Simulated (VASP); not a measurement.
## Pd: single point with r2SCAN0

Crystal: Pd.

```
Pd
1.0
     0.00000    1.94650    1.94650
     1.94650    0.00000    1.94650
     1.94650    1.94650    0.00000
Pd
1
Direct
  0.00000 0.00000 0.00000
```

- Program: VASP 6.6.1
- Task: single point
- Functional: r2SCAN0
- Potentials or basis: VASP PAW PBE potentials, release 64 (Pd)
- Cutoff: 520 eV
- k mesh: 6 × 6 × 6
- Occupations: fermi-dirac, width 0.05 eV
- Spin: no spin polarisation

```
Pressure               : -0.9 GPa
Band gap on the k mesh : zero (band 5 reaches 9.66 eV, above the bottom of band 6 at 6.62 eV)
```

Levels at points of the mesh, in eV from the Fermi level:
```tsv
k point	band 2	band 3	band 4	band 5	band 6	band 7	band 8	band 9
(0.00, 0.00, 0.00)	-3.76	-3.76	-3.76	-2.20	-2.20	19.85	24.98	24.98
(0.50, 0.00, 0.00)	-3.92	-3.92	-0.45	-0.45	2.30	9.47	19.18	24.19
(0.50, 0.50, 0.00)	-6.25	-0.78	0.82	0.82	4.97	13.19	15.77	15.77
```

It took 4.3 min on 1 thread of Intel(R) Xeon(R) 6975P-C (Granite Rapids) (shared host), peak memory 0.14 GiB.

Caveat: the k points lie up to 0.47 Å⁻¹ apart; the PAW data sets were made with another functional, which shifts forces and pressure a little.
